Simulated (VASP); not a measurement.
Wanted: the native input for a VASP 6.6.1 run.

| Property | Result |
| --- | --- |
| Task | relaxation of cell and atoms |
| Functional | PBE |
| Potentials or basis | VASP PAW PBE potentials, release 64 (Zr_sv, Cd, F) |
| Cutoff | 600 eV |
| k mesh | 10 × 10 × 6 |
| Occupations | gaussian, width 0.1 eV |
| Spin | no spin polarisation |
| Dipole correction | no |
| Further INCAR settings | ALGO = Normal; EDIFF = 1e-06; IBRION = 2; EDIFFG = -0.01; NSW = 100; ISIF = 3 |

The structure of ZrCdF4 lies in POSCAR:

```
ZrCdF4
1.0
    3.9981757218      0.0000000000      0.0000000000
    0.0000000000      3.9981757218      0.0000000000
    0.0000000000      0.0000000000      7.2312268403
Zr Cd F
1 1 4
Direct
    0.5000000000      0.5000000000      0.5000000000
    0.0000000000      0.0000000000      0.0000000000
    0.0000000000      0.0000000000      0.6640655207
    0.5000000000      0.0000000000      0.0000000000
    0.0000000000      0.5000000000      0.0000000000
    0.0000000000      0.0000000000      0.3359344793
```

These files were run (other wordings do the same):

INCAR

```
PREC = Accurate
ENCUT = 600
EDIFF = 1E-6
ISMEAR = 0
SIGMA = 0.1
LREAL = False
LASPH = True
NELM = 100
ALGO = Normal
ISIF = 3
LWAVE = False
LCHARG = False
GGA = PE
IBRION = 2
NSW = 100
EDIFFG = -0.01
```

KPOINTS

```
regular mesh
0
Gamma
  10 10 6
```

Potentials or basis: VASP PAW PBE potentials, release 64 (Zr_sv, Cd, F).

The run is started by

```sh
$ cat potpaw_PBE.64/Zr_sv/POTCAR potpaw_PBE.64/Cd/POTCAR potpaw_PBE.64/F/POTCAR > POTCAR
$ mpirun -np 1 vasp_std > vasp.out
```

Results of the run:

The relaxed volume is 19.53 Å³/atom. The relaxed cell is a = 4.022 Å, b = 4.022 Å, c = 7.243 Å, α = 90.00°, β = 90.00°, γ = 90.00° and the space group after relaxing (to 0.05 Å) is P4/mmm (No. 123). The energy gained by relaxing is 0.9 meV/atom. The ionic steps are 5. The pressure after relaxing is 0.0 GPa. The band gap on the k mesh is zero (band 26 reaches 1.50 eV, above the bottom of band 27 at 0.64 eV).

Wall time 13 min on 1 thread of Intel(R) Xeon(R) Platinum 8259CL CPU @ 2.50GHz (Skylake/Cascade Lake), on a shared host, peak memory 0.51 GiB.
